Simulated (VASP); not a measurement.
Crystal: PbO.

```xyz
4
Lattice="4.1034 0.0000 0.0000 0.0000 4.1034 0.0000 0.0000 0.0000 6.0177" Properties=species:S:1:pos:R:3 pbc="T T T"
Pb    2.0517    0.0000    1.2002
Pb    0.0000    2.0517    4.8175
O     0.0000    0.0000    0.0000
O     2.0517    2.0517    0.0000
```

- Program: VASP 6.6.1
- Task: relaxation of shape and atoms at fixed volume
- Functional: PBE
- Potentials or basis: VASP PAW PBE potentials, release 64 (Pb_d, O)
- Cutoff: 600 eV
- k mesh: 8 × 8 × 6
- Occupations: gaussian, width 0.05 eV
- Spin: no spin polarisation

At the start: pressure -1.9 GPa; volume 25.33 Å³/atom.

**Question.** Where does the relaxation end?

**Answer.** Over 5 steps the energy falls by 3.1 meV/atom; space group P4/nmm (No. 129, to 0.1 Å) before and after.

The path:
| step | energy change (eV) | largest force (eV/Å) | pressure (GPa) | volume (Å³) |
| --- | --- | --- | --- | --- |
| 1 | 0.0000 | 0.3229 | -1.89 | 101.33 |
| 2 | -0.0076 | 0.1190 | -1.25 | 101.33 |
| 3 | -0.0092 | 0.0209 | -0.79 | 101.33 |
| 4 | -0.0107 | 0.0124 | -0.71 | 101.33 |
| 5 | -0.0125 | 0.0089 | -0.43 | 101.33 |

Final structure:
```cif
data_structure
_symmetry_space_group_name_H-M 'P 1'
_symmetry_Int_Tables_number 1
_cell_length_a 4.0622
_cell_length_b 4.0622
_cell_length_c 6.1404
_cell_angle_alpha 90.000
_cell_angle_beta 90.000
_cell_angle_gamma 90.000
_cell_volume 101.33
loop_
_atom_site_label
_atom_site_type_symbol
_atom_site_fract_x
_atom_site_fract_y
_atom_site_fract_z
_atom_site_occupancy
Pb1 Pb 0.50000 0.00000 0.19443 1
Pb2 Pb 0.00000 0.50000 0.80557 1
O1 O 0.00000 0.00000 0.00000 1
O2 O 0.50000 0.50000 0.00000 1
```
